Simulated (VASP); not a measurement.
# Mg3CdSe4 (P4/mmm) in VASP: notebook

Runs on Mg3CdSe4. Level: PBE. Tasks: single point.

Program: VASP 6.6.1. These are calculated values, not measurements. Logs are shortened: lines on timing, memory, paths and dates and some standing lists are left out, and cuts for length are marked.

## Step 1: The cell of the first run

The structure is tetragonal, space group P4/mmm (No. 123). The conventional cell has a = 3.940 Å, b = 3.940 Å, c = 11.169 Å, α = 90.00°, β = 90.00°, γ = 90.00°. Within 3.6 Å of Mg (site symmetry 4mm) lie 6 Se at 2.75 to 2.83 Å. Mg (site symmetry 4/mmm) has 6 Se at 2.73 to 2.79 Å within 3.6 Å. Cd (site symmetry 4/mmm) has 6 Se at 2.79 to 2.86 Å within 3.7 Å. Within 3.6 Å of Se (site symmetry 4mm) lie 5 Mg at 2.73 to 2.79 Å and 1 Cd at 2.86 Å. Within 3.6 Å of Se (site symmetry 4/mmm) lie 6 Mg at 2.75 to 2.79 Å. Se (site symmetry 4/mmm) has 4 Cd at 2.79 Å and 2 Mg at 2.83 Å within 3.7 Å.

## Step 2: Single point, PBE

INCAR reads:

```
PREC     = Accurate       # precision mode
ENCUT    = 520            # plane-wave cutoff, eV
EDIFF    = 1E-6           # SCF threshold, eV
ISMEAR   = 0              # smearing method
SIGMA    = 0.02           # smearing width, eV
LREAL    = F              # projectors in reciprocal space
LASPH    = T              # aspherical terms in the spheres
NELM     = 60             # most SCF steps
ALGO     = Normal         # electronic algorithm
ISIF     = 2              # what is computed and relaxed
LWAVE    = F              # write WAVECAR
LCHARG   = F              # write CHGCAR
GGA      = PE             # functional
NBANDS   = 31             # bands
```

KPOINTS reads:

```
Automatic mesh
0
Gamma
  10 10 4
```

POSCAR reads:

```
Mg3CdSe4
1.0
    3.9404622000      0.0000000000      0.0000000000
    0.0000000000      3.9404622000      0.0000000000
    0.0000000000      0.0000000000     11.1693267000
Mg Cd Se
3 1 4
Direct
    0.5000000000      0.5000000000      0.2533570000
    0.0000000000      0.0000000000      0.5000000000
    0.5000000000      0.5000000000      0.7466430000
    0.0000000000      0.0000000000      0.0000000000
    0.0000000000      0.0000000000      0.2556680000
    0.5000000000      0.5000000000      0.5000000000
    0.0000000000      0.0000000000      0.7443320000
    0.5000000000      0.5000000000      0.0000000000
```

Potentials or basis: VASP PAW PBE potentials, release 64 (Mg, Cd, Se).

The run is started by

```
$ cat potpaw_PBE.64/Mg/POTCAR potpaw_PBE.64/Cd/POTCAR potpaw_PBE.64/Se/POTCAR > POTCAR
$ mpirun -np 1 vasp_std > vasp.out
```

OUTCAR:

```text
PREC = Accurate
   ENCUT = 520
   EDIFF = 1E-6
   ISMEAR = 0
   LREAL = F
   LASPH = T
   NELM = 60
   ISIF = 2
   GGA = PE

 ion  position               nearest neighbor table
   1  0.500  0.500  0.253-   6 2.75   5 2.79   5 2.79   5 2.79   5 2.79   8 2.83
   2  0.000  0.000  0.500-   5 2.73   7 2.73   6 2.79   6 2.79   6 2.79   6 2.79
   3  0.500  0.500  0.747-   6 2.75   7 2.79   7 2.79   7 2.79   7 2.79   8 2.83
   4  0.000  0.000  0.000-   8 2.79   8 2.79   8 2.79   8 2.79   5 2.86   7 2.86
   5  0.000  0.000  0.256-   2 2.73   1 2.79   1 2.79   1 2.79   1 2.79   4 2.86
   6  0.500  0.500  0.500-   1 2.75   3 2.75   2 2.79   2 2.79   2 2.79   2 2.79
   7  0.000  0.000  0.744-   2 2.73   3 2.79   3 2.79   3 2.79   3 2.79   4 2.86
   8  0.500  0.500  0.000-   4 2.79   4 2.79   4 2.79   4 2.79   1 2.83   3 2.83

  LATTYP: Found a simple tetragonal cell.
 ALAT       =     3.9404622000
 C/A-ratio  =     2.8345219756

  Lattice vectors:

 A1 = (   3.9404622000,   0.0000000000,   0.0000000000)
 A2 = (   0.0000000000,   3.9404622000,   0.0000000000)
 A3 = (   0.0000000000,   0.0000000000,  11.1693267000)

Analysis of symmetry for initial positions (statically):
=====================================================================
 Subroutine PRICEL returns:
 Original cell was already a primitive cell.

 Routine SETGRP: Setting up the symmetry group for a
 simple tetragonal supercell.

 Subroutine GETGRP returns: Found 16 space group operations
 (whereof 16 operations were pure point group operations)
 out of a pool of 16 trial point group operations.

The static configuration has the point symmetry D_4h.

Analysis of symmetry for dynamics (positions and initial velocities):
=====================================================================
 Subroutine PRICEL returns:
 Original cell was already a primitive cell.

 Routine SETGRP: Setting up the symmetry group for a
 simple tetragonal supercell.

 Subroutine GETGRP returns: Found 16 space group operations
 (whereof 16 operations were pure point group operations)
 out of a pool of 16 trial point group operations.

The dynamic configuration has the point symmetry D_4h.

 Subroutine INISYM returns: Found 16 space group operations
 (whereof 16 operations are pure point group operations),
 and found     1 'primitive' translations

----------------------------------------------------------------------------------------

[... 105 lines left out ...]
   LREAL  =      F    real-space projection
   EDIFFG = 0.1E-04   stopping-criterion for IOM
   NSW    =      0    number of steps for IOM
   IBRION =     -1    ionic relax: 0-MD 1-quasi-New 2-CG
   NFREE  =      0    steps in history (QN), initial steepest desc. (CG)
   ISIF   =      2    stress and relaxation
   ISYM   =      2    0-nonsym 1-usesym 2-fastsym
   POTIM  = 0.5000    time-step for ionic-motion
   TEBEG  =    0.0;   TEEND  =   0.0 temperature during run
   PSTRESS=    0.0 pullay stress
   NELECT =      42.0000    total number of electrons
   NUPDOWN=      -1.0000    fix difference up-down
   EMIN   =  10.00;   EMAX   =-10.00  energy-range for DOS
   EFERMI =   0.00;   METHOD = LEGACY
   ISMEAR =     0;   SIGMA  =   0.02  broadening in eV -4-tet -1-fermi 0-gaus
   EFERMI_NEDOS =   21; number of points for ismear=-14 and -15
   IALGO  =     38    algorithm
   IMIX   =      4    mixing-type and parameters
     AMIX     =   0.40;   BMIX     =  1.00
     AMIX_MAG =   1.60;   BMIX_MAG =  1.00
  volume/ion in A,a.u.               =      21.68       146.29
  Fermi-wavevector in a.u.,A,eV,Ry     =   1.020432  1.928337 14.167500  1.041282
  Thomas-Fermi vector in A             =   2.154001
   LORBIT       =      0    0 simple, 1 ext, 2 COOP (PROOUT), +10 PAW based schemes
   GGA     = PE    functional components
   LHFCALC =     F    Hartree Fock is set to
   AEXX    =    0.0000 exact exchange contribution
   IVDW    =     0    specifies the selected vdW correction
   LEPSILON=     F    determine dielectric tensor
   LRPA    =     F    only Hartree local field effects (RPA)
 non-spin polarized calculation
 Gauss-broadening in eV      SIGMA  =   0.02
  energy-cutoff  :      520.00
  volume of cell :      173.43
 maximum number of plane-waves:      4721
 NGX is ok and might be reduce to    30
   NGX = 15   NGY = 15   NGZ = 41

 number of electron      42.0000002 magnetization

 Free energy of the ion-electron system (eV)
  ---------------------------------------------------
  ext. energy  EPLUGINS =         0.00000000
  ---------------------------------------------------
  free energy    TOTEN  =       -27.56445359 eV

  energy without entropy =      -27.56445359  energy(sigma->0) =      -27.56445359

 E-fermi :   3.0778     XC(G=0):  -9.5224

 val. band max:        2.9886926155   @ k =   0.5000   0.0000   0.0000
 cond. band min:       3.3656205659   @ k =   0.5000   0.5000   0.0000
 fundamental gap:      0.3769279505
 Fermi energy:         3.0778442482

 k-point     1 :       0.0000    0.0000    0.0000
  band No.  band energies     occupation
      1     -10.0537      2.00000
      2      -9.5726      2.00000
      3      -9.4007      2.00000
      4      -8.8100      2.00000
      5      -5.1095      2.00000
      6      -5.0081      2.00000
[... 805 lines left out ...]
     30       9.7633      0.00000
     31      10.0089      0.00000

 [... further k-points ...]
[... 5 lines left out ...]
  --------------------------------------------------------------------------------------
  -------------------------------------------------------------------------------------
  Total        0.0264657      0.0264657     -0.0199341      0.0000000      0.0000000     -0.0000000
  in kB        0.2444964      0.2444964     -0.1841560      0.0000000      0.0000000     -0.0000000
  external PRESSURE =       0.1016122 kB  Pullay stress =       0.0000000 kB

 VOLUME and BASIS-vectors are now :
 -----------------------------------------------------------------------------
  energy-cutoff  :      520.00
  volume of cell :      173.43
      direct lattice vectors                 reciprocal lattice vectors
     3.940462200  0.000000000  0.000000000     0.253777336  0.000000000  0.000000000
     0.000000000  3.940462200  0.000000000     0.000000000  0.253777336  0.000000000
     0.000000000  0.000000000 11.169326700     0.000000000  0.000000000  0.089530911

 POSITION                                       TOTAL-FORCE (eV/Angst)
 -----------------------------------------------------------------------------------
      1.97023      1.97023      2.82983         0.000000      0.000000      0.003767
      0.00000      0.00000      5.58466         0.000000     -0.000000     -0.000000
      1.97023      1.97023      8.33950        -0.000000      0.000000     -0.003767
      0.00000      0.00000      0.00000         0.000000     -0.000000     -0.000000
      0.00000      0.00000      2.85564         0.000000     -0.000000      0.013139
      1.97023      1.97023      5.58466         0.000000     -0.000000     -0.000000
      0.00000      0.00000      8.31369         0.000000     -0.000000     -0.013139
      1.97023      1.97023      0.00000         0.000000     -0.000000     -0.000000
 -----------------------------------------------------------------------------------
    total drift:                                0.000000      0.000000      0.000000

  FREE ENERGIE OF THE ION-ELECTRON SYSTEM (eV)
  ---------------------------------------------------
  free  energy   TOTEN  =       -27.5644535850 eV

  energy  without entropy=      -27.5644535850  energy(sigma->0) =      -27.56445359
```

Run time: 8.1 min. Hardware: 1 thread of Intel Xeon 8259CL, shared host; peak memory 0.47 GiB.

What came out:

```
Free energy            : -27.5645 eV
Pressure               : 0.0 GPa
Largest force          : 0.013 eV/Å
Band gap on the k mesh : 0.38 eV (least direct gap 0.96 eV)
```

Forces in eV/Å, atoms in the order of the input:
```
Mg   0.000  0.000  0.004
Mg   0.000  0.000  0.000
Mg   0.000  0.000 -0.004
Cd   0.000  0.000  0.000
Se   0.000  0.000  0.013
Se   0.000  0.000  0.000
Se   0.000  0.000 -0.013
Se   0.000  0.000  0.000
```

Caveat: semilocal functionals underestimate gaps, and a narrow one can read as zero. A k mesh can miss the band edges.

## Step 3: Single point, PBE

INCAR reads:

```
SYSTEM = Mg3CdSe4
PREC = Accurate ; ENCUT = 520
EDIFF = 1E-6 ; ISMEAR = 0
SIGMA = 0.02 ; LREAL = .FALSE.
LASPH = .TRUE. ; NELM = 100
ALGO = Normal ; ISIF = 2
LWAVE = .FALSE. ; LCHARG = .FALSE.
GGA = PE ; NBANDS = 31
```

KPOINTS reads:

```
Automatic mesh
0
G
  10 10 4
  0 0 0
```

POSCAR is that of step 2.

Potentials or basis: VASP PAW PBE potentials, release 64 (Mg, Cd, Se).

The run is started by

```
$ cat potpaw_PBE.64/Mg/POTCAR potpaw_PBE.64/Cd/POTCAR potpaw_PBE.64/Se/POTCAR > POTCAR
$ mpirun -np 1 vasp_std > vasp.out
```

OUTCAR:

```text
SYSTEM = Mg3CdSe4
   PREC = Accurate
   ENCUT = 520
   EDIFF = 1E-6
   ISMEAR = 0
   LREAL = .FALSE.
   LASPH = .TRUE.
   NELM = 100
   ISIF = 2
   GGA = PE

 ion  position               nearest neighbor table
   1  0.500  0.500  0.253-   6 2.75   5 2.79   5 2.79   5 2.79   5 2.79   8 2.83
   2  0.000  0.000  0.500-   5 2.73   7 2.73   6 2.79   6 2.79   6 2.79   6 2.79
   3  0.500  0.500  0.747-   6 2.75   7 2.79   7 2.79   7 2.79   7 2.79   8 2.83
   4  0.000  0.000  0.000-   8 2.79   8 2.79   8 2.79   8 2.79   5 2.86   7 2.86
   5  0.000  0.000  0.256-   2 2.73   1 2.79   1 2.79   1 2.79   1 2.79   4 2.86
   6  0.500  0.500  0.500-   1 2.75   3 2.75   2 2.79   2 2.79   2 2.79   2 2.79
   7  0.000  0.000  0.744-   2 2.73   3 2.79   3 2.79   3 2.79   3 2.79   4 2.86
   8  0.500  0.500  0.000-   4 2.79   4 2.79   4 2.79   4 2.79   1 2.83   3 2.83

  LATTYP: Found a simple tetragonal cell.
 ALAT       =     3.9404622000
 C/A-ratio  =     2.8345219756

  Lattice vectors:

 A1 = (   3.9404622000,   0.0000000000,   0.0000000000)
 A2 = (   0.0000000000,   3.9404622000,   0.0000000000)
 A3 = (   0.0000000000,   0.0000000000,  11.1693267000)

Analysis of symmetry for initial positions (statically):
=====================================================================
 Subroutine PRICEL returns:
 Original cell was already a primitive cell.

 Routine SETGRP: Setting up the symmetry group for a
 simple tetragonal supercell.

 Subroutine GETGRP returns: Found 16 space group operations
 (whereof 16 operations were pure point group operations)
 out of a pool of 16 trial point group operations.

The static configuration has the point symmetry D_4h.

Analysis of symmetry for dynamics (positions and initial velocities):
=====================================================================
 Subroutine PRICEL returns:
 Original cell was already a primitive cell.

 Routine SETGRP: Setting up the symmetry group for a
 simple tetragonal supercell.

 Subroutine GETGRP returns: Found 16 space group operations
 (whereof 16 operations were pure point group operations)
 out of a pool of 16 trial point group operations.

The dynamic configuration has the point symmetry D_4h.

 Subroutine INISYM returns: Found 16 space group operations
 (whereof 16 operations are pure point group operations),
 and found     1 'primitive' translations

----------------------------------------------------------------------------------------

                                     Primitive cell

  volume of cell :     173.4288

  direct lattice vectors                    reciprocal lattice vectors
     3.940462200  0.000000000  0.000000000     0.253777336  0.000000000  0.000000000
     0.000000000  3.940462200  0.000000000     0.000000000  0.253777336  0.000000000
     0.000000000  0.000000000 11.169326700     0.000000000  0.000000000  0.089530911

  length of vectors
     3.940462200  3.940462200 11.169326700     0.253777336  0.253777336  0.089530911

  position of ions in fractional coordinates (direct lattice)
     0.500000000  0.500000000  0.253357000
     0.000000000  0.000000000  0.500000000
     0.500000000  0.500000000  0.746643000
     0.000000000  0.000000000  0.000000000
     0.000000000  0.000000000  0.255668000
     0.500000000  0.500000000  0.500000000
     0.000000000  0.000000000  0.744332000
     0.500000000  0.500000000  0.000000000

[... 39 lines left out ...]
  0.000000  0.000000  0.000000      1.000000
  0.100000  0.000000  0.000000      4.000000
  0.200000  0.000000  0.000000      4.000000
  0.300000  0.000000  0.000000      4.000000
  0.400000  0.000000  0.000000      4.000000
  0.500000  0.000000  0.000000      2.000000
[... 16 lines left out ...]
  0.100000  0.000000  0.250000      8.000000
  0.200000  0.000000  0.250000      8.000000
 [... further k-points ...]
   k-points           NKPTS =     63   k-points in BZ     NKDIM =     63   number of bands    NBANDS=     31
   number of dos      NEDOS =    301   number of ions     NIONS =      8
   total plane-waves  NPLWV =  75600
   dimension x,y,z NGX =    30 NGY =   30 NGZ =   84
   dimension x,y,z NGXF=    60 NGYF=   60 NGZF=  168
   ions per type =               3   1   4
   NGX,Y,Z   is equivalent  to a cutoff of  12.66, 12.66, 12.50 a.u.
   NGXF,Y,Z  is equivalent  to a cutoff of  25.31, 25.31, 25.01 a.u.
 SYSTEM =  Mg3CdSe4
   PREC   = accura    normal or accurate (medium, high low for compatibility)
   ISTART =      0    job   : 0-new  1-cont  2-samecut
   ICHARG =      2    charge: 1-file 2-atom 10-const
   ISPIN  =      1    spin polarized calculation?
   LNONCOLLINEAR =      F non collinear calculations
   LSORBIT =      F    spin-orbit coupling
   LASPH  =      T    aspherical Exc in radial PAW
   ENCUT  =  520.0 eV  38.22 Ry    6.18 a.u.   7.33  7.33 20.77*2*pi/ulx,y,z
   NELM   =    100;   NELMIN=  2; NELMDL= -5     # of ELM steps
   EDIFF  = 0.1E-05   stopping-criterion for ELM
   LREAL  =      F    real-space projection
   EDIFFG = 0.1E-04   stopping-criterion for IOM
   NSW    =      0    number of steps for IOM
   IBRION =     -1    ionic relax: 0-MD 1-quasi-New 2-CG
   NFREE  =      0    steps in history (QN), initial steepest desc. (CG)
   ISIF   =      2    stress and relaxation
   ISYM   =      2    0-nonsym 1-usesym 2-fastsym
   POTIM  = 0.5000    time-step for ionic-motion
   TEBEG  =    0.0;   TEEND  =   0.0 temperature during run
   PSTRESS=    0.0 pullay stress
   NELECT =      42.0000    total number of electrons
   NUPDOWN=      -1.0000    fix difference up-down
   EMIN   =  10.00;   EMAX   =-10.00  energy-range for DOS
   EFERMI =   0.00;   METHOD = LEGACY
   ISMEAR =     0;   SIGMA  =   0.02  broadening in eV -4-tet -1-fermi 0-gaus
   EFERMI_NEDOS =   21; number of points for ismear=-14 and -15
   IALGO  =     38    algorithm
   IMIX   =      4    mixing-type and parameters
     AMIX     =   0.40;   BMIX     =  1.00
     AMIX_MAG =   1.60;   BMIX_MAG =  1.00
  volume/ion in A,a.u.               =      21.68       146.29
  Fermi-wavevector in a.u.,A,eV,Ry     =   1.020432  1.928337 14.167500  1.041282
  Thomas-Fermi vector in A             =   2.154001
   LORBIT       =      0    0 simple, 1 ext, 2 COOP (PROOUT), +10 PAW based schemes
   GGA     = PE    functional components
   LHFCALC =     F    Hartree Fock is set to
   AEXX    =    0.0000 exact exchange contribution
   IVDW    =     0    specifies the selected vdW correction
   LEPSILON=     F    determine dielectric tensor
   LRPA    =     F    only Hartree local field effects (RPA)
 non-spin polarized calculation
 Gauss-broadening in eV      SIGMA  =   0.02
  energy-cutoff  :      520.00
  volume of cell :      173.43
 maximum number of plane-waves:      4721
 NGX is ok and might be reduce to    30
   NGX = 15   NGY = 15   NGZ = 41

 number of electron      42.0000002 magnetization

 Free energy of the ion-electron system (eV)
  ---------------------------------------------------
  ext. energy  EPLUGINS =         0.00000000
  ---------------------------------------------------
  free energy    TOTEN  =       -27.56445359 eV

  energy without entropy =      -27.56445359  energy(sigma->0) =      -27.56445359

 E-fermi :   3.0778     XC(G=0):  -9.5224

 val. band max:        2.9886926155   @ k =   0.5000   0.0000   0.0000
 cond. band min:       3.3656205659   @ k =   0.5000   0.5000   0.0000
 fundamental gap:      0.3769279505
 Fermi energy:         3.0778442482

 k-point     1 :       0.0000    0.0000    0.0000
  band No.  band energies     occupation
      1     -10.0537      2.00000
      2      -9.5726      2.00000
      3      -9.4007      2.00000
      4      -8.8100      2.00000
      5      -5.1095      2.00000
      6      -5.0081      2.00000
[... 805 lines left out ...]
     30       9.7633      0.00000
     31      10.0089      0.00000

 [... further k-points ...]
[... 5 lines left out ...]
  --------------------------------------------------------------------------------------
  -------------------------------------------------------------------------------------
  Total        0.0264657      0.0264657     -0.0199341      0.0000000      0.0000000     -0.0000000
  in kB        0.2444964      0.2444964     -0.1841560      0.0000000      0.0000000     -0.0000000
  external PRESSURE =       0.1016122 kB  Pullay stress =       0.0000000 kB

 VOLUME and BASIS-vectors are now :
 -----------------------------------------------------------------------------
  energy-cutoff  :      520.00
  volume of cell :      173.43
      direct lattice vectors                 reciprocal lattice vectors
     3.940462200  0.000000000  0.000000000     0.253777336  0.000000000  0.000000000
     0.000000000  3.940462200  0.000000000     0.000000000  0.253777336  0.000000000
     0.000000000  0.000000000 11.169326700     0.000000000  0.000000000  0.089530911

 POSITION                                       TOTAL-FORCE (eV/Angst)
 -----------------------------------------------------------------------------------
      1.97023      1.97023      2.82983         0.000000      0.000000      0.003767
      0.00000      0.00000      5.58466         0.000000     -0.000000     -0.000000
      1.97023      1.97023      8.33950        -0.000000      0.000000     -0.003767
      0.00000      0.00000      0.00000         0.000000     -0.000000     -0.000000
      0.00000      0.00000      2.85564         0.000000     -0.000000      0.013139
      1.97023      1.97023      5.58466         0.000000     -0.000000     -0.000000
      0.00000      0.00000      8.31369         0.000000     -0.000000     -0.013139
      1.97023      1.97023      0.00000         0.000000     -0.000000     -0.000000
 -----------------------------------------------------------------------------------
    total drift:                                0.000000      0.000000      0.000000

  FREE ENERGIE OF THE ION-ELECTRON SYSTEM (eV)
  ---------------------------------------------------
  free  energy   TOTEN  =       -27.5644535850 eV

  energy  without entropy=      -27.5644535850  energy(sigma->0) =      -27.56445359
```

It took 9.3 min on 1 thread of Intel Xeon 8259CL, shared host; peak memory 0.47 GiB.

What came out:

| Item | Value |
| --- | --- |
| Free energy | -27.5645 eV |
| Pressure | 0.0 GPa |
| Largest force | 0.013 eV/Å |
| Band gap on the k mesh | 0.38 eV (least direct gap 0.96 eV) |

Forces on the atoms (eV/Å):
```
Mg   0.000  0.000  0.004
Mg   0.000  0.000  0.000
Mg   0.000  0.000 -0.004
Cd   0.000  0.000  0.000
Se   0.000  0.000  0.013
Se   0.000  0.000  0.000
Se   0.000  0.000 -0.013
Se   0.000  0.000  0.000
```

Caveat: semilocal functionals underestimate gaps, and a narrow one can read as zero. A k mesh can miss the band edges.
